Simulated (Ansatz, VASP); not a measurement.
# One calculation of Mg, two programs

```xyz
2
Lattice="3.1852 0.0000 0.0000 -1.5926 2.7585 0.0000 0.0000 0.0000 5.2309" Properties=species:S:1:pos:R:3 pbc="T T T"
Mg    0.0000    1.8390    3.9232
Mg    1.5926    0.9195    1.3077
```

Alike in both runs: functional PBE; k mesh 8 × 8 × 4; occupations gaussian, width 0.05 eV; no spin polarisation.

Ansatz relaxed the structure, and its values are those at the end. VASP's run is a single point on that final structure, the one shown.

|  | VASP | Ansatz |
| --- | --- | --- |
| version | VASP 6.6.1 | Ansatz 0.2.0 |
| potentials or method | VASP PAW PBE potentials, release 64 (Mg), cutoff 520 eV | scalar-relativistic, plane waves, PAW |
| valence electrons in the cell | 4 | 20 |

```csv
,VASP,Ansatz,Ansatz less VASP
pressure (GPa),-0.2,-0.1,+0.12
```

VASP's potentials hold 4 valence electrons a cell and Ansatz's 20, so a difference there can come from the potentials and not from the codes.
